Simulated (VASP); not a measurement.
Crystal: PbSe.

```xyz
4
Lattice="0.0000 12.0008 3.1254 3.1181 0.0000 3.1254 3.1181 12.0008 0.0000" Properties=species:S:1:pos:R:3 pbc="T T T"
Pb    3.1181    4.6258    3.1129
Pb    3.1181   19.3758    3.1129
Se    3.1181   16.5472    3.0317
Se    3.1181    7.4544    3.0317
```

Base run:

| Item | Value |
| --- | --- |
| Program | VASP 6.6.1 |
| Functional | LDA |
| Potentials or basis | VASP PAW LDA potentials, release 64 (Pb_d, Se) |
| Cutoff | 520 eV |
| k mesh | 5 × 5 × 5 |
| Occupations | gaussian, width 0.01 eV |
| Spin | no spin polarisation |

Its results: band gap on the k mesh 1.27 eV, direct; pressure -1.8 GPa; largest force 0.314 eV/Å.

**Question.** After a change of settings the same cell gave: band gap on the k mesh 1.96 eV, direct; pressure -2.0 GPa; largest force 0.227 eV/Å. Which change was it?
A. k mesh from 5 × 5 × 5 to 2 × 2 × 2
B. k mesh from 5 × 5 × 5 to 3 × 3 × 3
C. k mesh from 5 × 5 × 5 to 4 × 4 × 4

**Answer.** B.

Caveats: some runs use coarse meshes; spin-orbit coupling is left out, which moves the levels of the heavy elements.
